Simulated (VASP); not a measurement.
Input of a VASP 6.6.1 run:

File INCAR:

```
SYSTEM = AlRu
PREC = Accurate
ENCUT = 600
EDIFF = 1E-8
ISMEAR = -1
SIGMA = 0.05
LREAL = .FALSE.
LASPH = .TRUE.
NELM = 100
ALGO = Normal
ISIF = 3
LWAVE = .FALSE.
LCHARG = .TRUE.
GGA = CA
NBANDS = 16
IBRION = 6
NFREE = 2
POTIM = 0.015
NSW = 1
```

Contents of KPOINTS:

```
Automatic mesh
0
G
  16 16 16
  0 0 0
```

Contents of POSCAR:

```
AlRu
1.0
    2.9539624450      0.0000000000      0.0000000000
    0.0000000000      2.9539624450      0.0000000000
    0.0000000000      0.0000000000      2.9539624450
Al Ru
1 1
Direct
    0.0000000000      0.0000000000      0.0000000000
    0.5000000000      0.5000000000      0.5000000000
```

Potentials or basis: VASP PAW LDA potentials, release 64 (Al, Ru_pv).

The run is started by

```console
$ cat potpaw_LDA.64/Al/POTCAR potpaw_LDA.64/Ru_pv/POTCAR > POTCAR
$ mpirun -np 1 vasp_std > vasp.out
```

(1) Predict the elastic constants C11, C12, C44.

(2) Predict the Voigt bulk modulus.

(3) Estimate the highest phonon frequency at Γ, LO-TO splitting left out.

## Answers

(1) 358, 173, 140 GPa.

(2) 234 GPa.

(3) 328 cm⁻¹.
